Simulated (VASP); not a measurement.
A run of VASP 6.6.1:

File INCAR:

```
  PREC = Accurate
  ENCUT = 520
  EDIFF = 1E-7
  ISMEAR = -1
  SIGMA = 0.02
  LREAL = F
  LASPH = T
  NELM = 80
  ALGO = Normal
  ISIF = 2
  LWAVE = F
  LCHARG = F
  GGA = PS
  NBANDS = 11
```

File KPOINTS:

```
Automatic mesh
0
Gamma
  11 11 11
```

Contents of POSCAR:

```
Si
1.0
    0.0000000000      2.7169994313      2.7169994313
    2.7169994313      0.0000000000      2.7169994313
    2.7169994313      2.7169994313      0.0000000000
Si
2
Direct
   -0.1250000000     -0.1250000000     -0.1250000000
    0.1250000000      0.1250000000      0.1250000000
```

Potentials or basis: VASP PAW PBE potentials, release 64 (Si).

Launch:

```sh
$ cat potpaw_PBE.64/Si/POTCAR > POTCAR
$ mpirun -np 1 vasp_std > vasp.out
```

Hardware: 1 thread of Intel(R) Xeon(R) 6975P-C (Granite Rapids), with other jobs on the host.

Question: Estimate the wall time of this run.

Answer: Wall time 14 s on 1 thread of Intel(R) Xeon(R) 6975P-C (Granite Rapids) (shared host), peak memory 0.16 GiB. Counts: scf iterations 12, k points 56.
